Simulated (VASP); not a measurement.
# CuSi16 (a cell with a defect) in VASP: relaxation of the atoms with PBE+D3(BJ)

Aim: the relaxation of the atoms of CuSi16 (a cell with a defect) with PBE+D3(BJ).

Everything below comes from runs of VASP 6.6.1. Logs are shortened: lines on timing, memory, paths and dates and some standing lists are left out, and cuts for length are marked.

## (1) The cell of the first run

The cell holds a defect, 17 atoms: a = 7.679 Å, b = 7.679 Å, c = 7.679 Å, α = 60.00°, β = 60.00°, γ = 60.00°.

## (2) Relaxation of the atoms, PBE+D3(BJ)

The input, INCAR:

```
SYSTEM = CuSi16
PREC = Accurate ; ENCUT = 520
EDIFF = 1E-6 ; ISMEAR = 0
SIGMA = 0.02 ; LREAL = Auto
LASPH = .True. ; NELM = 80
ALGO = Normal ; ISIF = 2
LWAVE = .False. ; LCHARG = .False.
GGA = PE ; IVDW = 12
IBRION = 2 ; NSW = 80
EDIFFG = -0.03 ; NELECT = 74.0
```

The input, KPOINTS:

```
regular mesh
0
Gamma
  2 2 2
  0 0 0
```

The input, POSCAR:

```
CuSi16
1.0
    0.0000000000      5.4300000000      5.4300000000
    5.4300000000      0.0000000000      5.4300000000
    5.4300000000      5.4300000000      0.0000000000
Si Cu
16 1
Direct
    0.0000000000      0.0000000000      0.0000000000
    0.1250000000      0.1250000000      0.1250000000
    0.0000000000      0.0000000000      0.5000000000
    0.1250000000      0.1250000000      0.6250000000
    0.0000000000      0.5000000000      0.0000000000
    0.1250000000      0.6250000000      0.1250000000
    0.0000000000      0.5000000000      0.5000000000
    0.1250000000      0.6250000000      0.6250000000
    0.5000000000      0.0000000000      0.0000000000
    0.6250000000      0.1250000000      0.1250000000
    0.5000000000      0.0000000000      0.5000000000
    0.6250000000      0.1250000000      0.6250000000
    0.5000000000      0.5000000000      0.0000000000
    0.6250000000      0.6250000000      0.1250000000
    0.5000000000      0.5000000000      0.5000000000
    0.6250000000      0.6250000000      0.6250000000
    0.8792261000      0.8743650000      0.8750303000
```

Potentials or basis: VASP PAW PBE potentials, release 64 (Si, Cu).

Run with:

```
> cat potpaw_PBE.64/Si/POTCAR potpaw_PBE.64/Cu/POTCAR > POTCAR
> mpirun -np 1 vasp_std > vasp.out
```

OUTCAR:

```text
SYSTEM = CuSi16
   PREC = Accurate
   ENCUT = 520
   EDIFF = 1E-6
   ISMEAR = 0
   LREAL = Auto
   LASPH = .True.
   NELM = 80
   ISIF = 2
   GGA = PE
   IVDW = 12
   IBRION = 2
   NSW = 80
   EDIFFG = -0.03
   NELECT = 74.0
 IVDW          = 12

 ion  position               nearest neighbor table
   1  0.000  0.000  0.000-  17 2.33   4 2.35   6 2.35  10 2.35   2 2.35
   2  0.125  0.125  0.125-   1 2.35   3 2.35   5 2.35   9 2.35
   3  0.000  0.000  0.500-   2 2.35   4 2.35   8 2.35  12 2.35  17 2.35
   4  0.125  0.125  0.625-   1 2.35   3 2.35   7 2.35  11 2.35  17 2.70
   5  0.000  0.500  0.000-  17 2.35   6 2.35   8 2.35  14 2.35   2 2.35
   6  0.125  0.625  0.125-   1 2.35   5 2.35   7 2.35  13 2.35  17 2.69
   7  0.000  0.500  0.500-   4 2.35   6 2.35   8 2.35  16 2.35
   8  0.125  0.625  0.625-   3 2.35   5 2.35   7 2.35  15 2.35  17 2.71
   9  0.500  0.000  0.000-   2 2.35  10 2.35  12 2.35  14 2.35  17 2.38
  10  0.625  0.125  0.125-   1 2.35   9 2.35  11 2.35  13 2.35  17 2.72
  11  0.500  0.000  0.500-   4 2.35  10 2.35  12 2.35  16 2.35
  12  0.625  0.125  0.625-   3 2.35   9 2.35  11 2.35  15 2.35  17 2.74
  13  0.500  0.500  0.000-   6 2.35  10 2.35  14 2.35  16 2.35
  14  0.625  0.625  0.125-   5 2.35   9 2.35  13 2.35  15 2.35  17 2.73
  15  0.500  0.500  0.500-   8 2.35  12 2.35  14 2.35  16 2.35
  16  0.625  0.625  0.625-   7 2.35  11 2.35  13 2.35  15 2.35
  17  0.879  0.874  0.875-   1 2.33   5 2.35   3 2.35   9 2.38   6 2.69   4 2.70   8 2.71  10 2.72
                            14 2.73  12 2.74

  LATTYP: Found a face centered cubic cell.
 ALAT       =    10.8600000000

  Lattice vectors:

 A1 = (   0.0000000000,   5.4300000000,   5.4300000000)
 A2 = (   5.4300000000,   0.0000000000,   5.4300000000)
 A3 = (   5.4300000000,   5.4300000000,   0.0000000000)

Analysis of symmetry for initial positions (statically):
=====================================================================
 Subroutine PRICEL returns:
 Original cell was already a primitive cell.

 Routine SETGRP: Setting up the symmetry group for a
 face centered cubic supercell.

 Subroutine GETGRP returns: Found  1 space group operations
 (whereof  1 operations were pure point group operations)
 out of a pool of 48 trial point group operations.

The static configuration has the point symmetry C_1 .

Analysis of symmetry for dynamics (positions and initial velocities):
=====================================================================
 Subroutine PRICEL returns:
 Original cell was already a primitive cell.

 Routine SETGRP: Setting up the symmetry group for a
 face centered cubic supercell.

 Subroutine GETGRP returns: Found  1 space group operations
 (whereof  1 operations were pure point group operations)
 out of a pool of 48 trial point group operations.

The dynamic configuration has the point symmetry C_1 .

 Subroutine INISYM returns: Found  1 space group operations
 (whereof  1 operations are pure point group operations),
 and found     1 'primitive' translations

----------------------------------------------------------------------------------------

                                     Primitive cell

  volume of cell :     320.2060

  direct lattice vectors                    reciprocal lattice vectors
     0.000000000  5.430000000  5.430000000    -0.092081031  0.092081031  0.092081031
     5.430000000  0.000000000  5.430000000     0.092081031 -0.092081031  0.092081031
     5.430000000  5.430000000  0.000000000     0.092081031  0.092081031 -0.092081031

  length of vectors
     7.679179644  7.679179644  7.679179644     0.159489025  0.159489025  0.159489025

  position of ions in fractional coordinates (direct lattice)
     0.000000000  0.000000000  0.000000000
     0.125000000  0.125000000  0.125000000
     0.000000000  0.000000000  0.500000000
     0.125000000  0.125000000  0.625000000
     0.000000000  0.500000000  0.000000000
     0.125000000  0.625000000  0.125000000
[... 9 lines left out ...]
     0.625000000  0.625000000  0.625000000
     0.879226100  0.874365000  0.875030300

  ion indices of the primitive-cell ions
   primitive index   ion index
                 1           1
                 2           2
                 3           3
                 4           4
                 5           5
                 6           6
[... 9 lines left out ...]
                16          16
                17          17

----------------------------------------------------------------------------------------

 KPOINTS: regular mesh

Automatic generation of k-mesh.
 Grid dimensions read from file:
 generate k-points for:    2    2    2

 Generating k-lattice:

  Cartesian coordinates                     Fractional coordinates (reciprocal lattice)
    -0.046040516  0.046040516  0.046040516     0.500000000  0.000000000  0.000000000
     0.046040516 -0.046040516  0.046040516     0.000000000  0.500000000  0.000000000
     0.046040516  0.046040516 -0.046040516     0.000000000  0.000000000  0.500000000

  Length of vectors
     0.079744512  0.079744512  0.079744512

  Shift w.r.t. Gamma in fractional coordinates (k-lattice)
     0.000000000  0.000000000  0.000000000

 Subroutine IBZKPT returns following result:
 ===========================================

 Found      8 irreducible k-points:

 Following reciprocal coordinates:
            Coordinates               Weight
  0.000000  0.000000  0.000000      1.000000
  0.500000  0.000000  0.000000      1.000000
  0.000000  0.500000  0.000000      1.000000
  0.000000  0.000000  0.500000      1.000000
  0.500000  0.500000  0.500000      1.000000
  0.500000  0.500000  0.000000      1.000000
  0.000000  0.500000  0.500000      1.000000
  0.500000  0.000000  0.500000      1.000000
   k-points           NKPTS =      8   k-points in BZ     NKDIM =      8   number of bands    NBANDS=     46
   number of dos      NEDOS =    301   number of ions     NIONS =     17
   total plane-waves  NPLWV = 216000
   dimension x,y,z NGX =    60 NGY =   60 NGZ =   60
   dimension x,y,z NGXF=   120 NGYF=  120 NGZF=  120
   ions per type =              16   1
   NGX,Y,Z   is equivalent  to a cutoff of  12.99, 12.99, 12.99 a.u.
   NGXF,Y,Z  is equivalent  to a cutoff of  25.98, 25.98, 25.98 a.u.
 SYSTEM =  CuSi16
   PREC   = accura    normal or accurate (medium, high low for compatibility)
   ISTART =      0    job   : 0-new  1-cont  2-samecut
   ICHARG =      2    charge: 1-file 2-atom 10-const
   ISPIN  =      1    spin polarized calculation?
   LNONCOLLINEAR =      F non collinear calculations
   LSORBIT =      F    spin-orbit coupling
   LASPH  =      T    aspherical Exc in radial PAW
   ENCUT  =  520.0 eV  38.22 Ry    6.18 a.u.  14.28 14.28 14.28*2*pi/ulx,y,z
   NELM   =     80;   NELMIN=  2; NELMDL= -5     # of ELM steps
   EDIFF  = 0.1E-05   stopping-criterion for ELM
   LREAL  =      T    real-space projection
   EDIFFG = -.3E-01   stopping-criterion for IOM
   NSW    =     80    number of steps for IOM
   IBRION =      2    ionic relax: 0-MD 1-quasi-New 2-CG
   NFREE  =      1    steps in history (QN), initial steepest desc. (CG)
   ISIF   =      2    stress and relaxation
   ISYM   =      2    0-nonsym 1-usesym 2-fastsym
   POTIM  = 0.5000    time-step for ionic-motion
   TEBEG  =    0.0;   TEEND  =   0.0 temperature during run
   PSTRESS=    0.0 pullay stress
   NELECT =      74.0000    total number of electrons
   NUPDOWN=      -1.0000    fix difference up-down
   EMIN   =  10.00;   EMAX   =-10.00  energy-range for DOS
   EFERMI =   0.00;   METHOD = LEGACY
   ISMEAR =     0;   SIGMA  =   0.02  broadening in eV -4-tet -1-fermi 0-gaus
   EFERMI_NEDOS =   21; number of points for ismear=-14 and -15
   IALGO  =     38    algorithm
   IMIX   =      4    mixing-type and parameters
     AMIX     =   0.40;   BMIX     =  1.00
     AMIX_MAG =   1.60;   BMIX_MAG =  1.00
  volume/ion in A,a.u.               =      18.84       127.11
  Fermi-wavevector in a.u.,A,eV,Ry     =   1.004636  1.898488 13.732283  1.009294
  Thomas-Fermi vector in A             =   2.137265
   LORBIT       =      0    0 simple, 1 ext, 2 COOP (PROOUT), +10 PAW based schemes
   GGA     = PE    functional components
   LHFCALC =     F    Hartree Fock is set to
   AEXX    =    0.0000 exact exchange contribution
   IVDW    =    12    specifies the selected vdW correction
   LEPSILON=     F    determine dielectric tensor
   LRPA    =     F    only Hartree local field effects (RPA)
 conjugate gradient relaxation of ions
 non-spin polarized calculation
 Gauss-broadening in eV      SIGMA  =   0.02
  energy-cutoff  :      520.00
  volume of cell :      320.21
 maximum number of plane-waves:      8646
 NGX is ok and might be reduce to    60
   NGX = 29   NGY = 29   NGZ = 29

--------------------------------------- Ionic step        1  -------------------------------------------

 number of electron      74.0000005 magnetization

 Free energy of the ion-electron system (eV)
  ---------------------------------------------------
  ext. energy  EPLUGINS =         0.00000000
  ---------------------------------------------------
  free energy    TOTEN  =       -94.08119142 eV

  energy without entropy =      -94.07742190  energy(sigma->0) =      -94.07930666

------------------------ aborting loop because EDIFF is reached ----------------------------------------

 Edisp (eV)   -5.66927

 E8    (eV) :    -2.3511

  FORCE on cell =-STRESS in cart. coord.  units (eV):
  Direction    XX          YY          ZZ          XY          YZ          ZX
  --------------------------------------------------------------------------------------
  -------------------------------------------------------------------------------------
  Total      -6.56459    -6.56438    -6.56426     0.12911    -0.01332     0.15340
  in kB     -32.84647   -32.84544   -32.84481     0.64600    -0.06665     0.76756
  external pressure =      -32.85 kB  Pullay stress =        0.00 kB
[... 142 lines left out ...]
  FREE ENERGIE OF THE ION-ELECTRON SYSTEM (eV)
  ---------------------------------------------------
  free  energy   TOTEN  =       -99.8500086957 eV

  energy  without entropy=      -99.8465918079  energy(sigma->0) =      -99.84830025

[... ionic steps 4 to 38 ...]

--------------------------------------- Ionic step       39  -------------------------------------------

 number of electron      74.0000002 magnetization

------------------------ aborting loop because EDIFF is reached ----------------------------------------

 Edisp (eV)   -5.66920

 E8    (eV) :    -2.3512
[... 99 lines left out ...]
  energy  without entropy=      -99.8892997033  energy(sigma->0) =      -99.88929970

--------------------------------------- Ionic step       41  -------------------------------------------

 number of electron      74.0000002 magnetization

 Free energy of the ion-electron system (eV)
  ---------------------------------------------------
  ext. energy  EPLUGINS =         0.00000000
  ---------------------------------------------------
  free energy    TOTEN  =       -94.22026869 eV

  energy without entropy =      -94.22026869  energy(sigma->0) =      -94.22026869

 E-fermi :   6.3175     XC(G=0):  -9.6070

 val. band max:        6.2084256195   @ k =   0.0000   0.0000   0.0000
 cond. band min:       6.5227131483   @ k =   0.0000   0.0000   0.0000
 fundamental gap:      0.3142875288
 Fermi energy:         6.3174632599

 k-point     1 :       0.0000    0.0000    0.0000
  band No.  band energies     occupation
      1      -5.8961      2.00000
      2      -3.5472      2.00000
      3      -3.5081      2.00000
      4      -3.4758      2.00000
      5      -3.4741      2.00000
      6      -2.0485      2.00000
[... 429 lines left out ...]
  FREE ENERGIE OF THE ION-ELECTRON SYSTEM (eV)
  ---------------------------------------------------
  free  energy   TOTEN  =       -99.8894684608 eV

  energy  without entropy=      -99.8894684608  energy(sigma->0) =      -99.88946846

 reached required accuracy - stopping structural energy minimisation
```

Wall time 2.1 h (1 thread of Oxide Virtual Turin-like, shared host); peak memory 0.53 GiB.

Results:

```
Free energy                  : -99.8895 eV
Energy gained by relaxing    : 8.2 meV/atom
Ionic steps                  : 41
Largest force after relaxing : 0.019 eV/Å
Dispersion energy per atom   : -0.333 eV
```

Forces on the atoms (eV/Å):
```
Si   0.007  0.012  0.011
Si   0.012  0.011  0.010
Si   0.000  0.005 -0.002
Si   0.002  0.002 -0.010
Si   0.003 -0.005  0.008
Si   0.002 -0.011  0.002
Si  -0.011 -0.002 -0.003
Si  -0.006 -0.001 -0.003
Si  -0.006  0.000  0.000
Si  -0.008  0.003  0.003
Si  -0.005 -0.007 -0.001
Si  -0.001 -0.008 -0.004
Si  -0.008 -0.002 -0.006
Si  -0.001 -0.003 -0.008
Si  -0.001 -0.003 -0.003
Si   0.013  0.010  0.006
Cu   0.007  0.000  0.000
```

Step by step:
```csv
step,energy change (eV),largest force (eV/Å),pressure (GPa)
1,0.0000,0.9404,-3.28
3,-0.0995,0.1033,-3.73
5,-0.1025,0.0642,-3.68
7,-0.1022,0.1407,-3.68
9,-0.1042,0.0773,-3.72
11,-0.1047,0.0740,-3.70
13,-0.1060,0.0590,-3.71
15,-0.1076,0.0641,-3.72
17,-0.1080,0.0737,-3.68
19,-0.1107,0.0730,-3.72
21,-0.1136,0.2023,-3.71
23,-0.1150,0.1571,-3.72
25,-0.1203,0.1461,-3.73
27,-0.1226,0.1540,-3.78
29,-0.1270,0.1219,-3.80
31,-0.1307,0.0696,-3.81
33,-0.1328,0.0642,-3.82
35,-0.1362,0.0970,-3.85
37,-0.1380,0.0426,-3.85
39,-0.1388,0.0422,-3.85
41,-0.1390,0.0190,-3.84
```

Final structure:
```
Si Cu
1.0
     0.00000    5.43000    5.43000
     5.43000    0.00000    5.43000
     5.43000    5.43000    0.00000
Si Cu
16 1
Direct
  0.01122 0.01135 0.01137
  0.13735 0.13345 0.13412
  0.99525 0.99630 0.50248
  0.12431 0.12583 0.63139
  0.99563 0.50174 0.99651
  0.12454 0.63121 0.12581
  0.99115 0.49824 0.49818
  0.12210 0.61993 0.62013
  0.50596 0.99468 0.99448
  0.63207 0.12490 0.12463
  0.49674 0.99354 0.49720
  0.61956 0.12386 0.61868
  0.49692 0.49747 0.99314
  0.61984 0.61879 0.12352
  0.49513 0.49682 0.49649
  0.61926 0.62153 0.62109
  0.89219 0.88473 0.88583
```

Caveat: the k points lie up to 0.50 Å⁻¹ apart; the cell carries a net charge on a neutralising background, which shifts energy and pressure; the cell is charged against a uniform background, so pressure and absolute levels hang on convention.
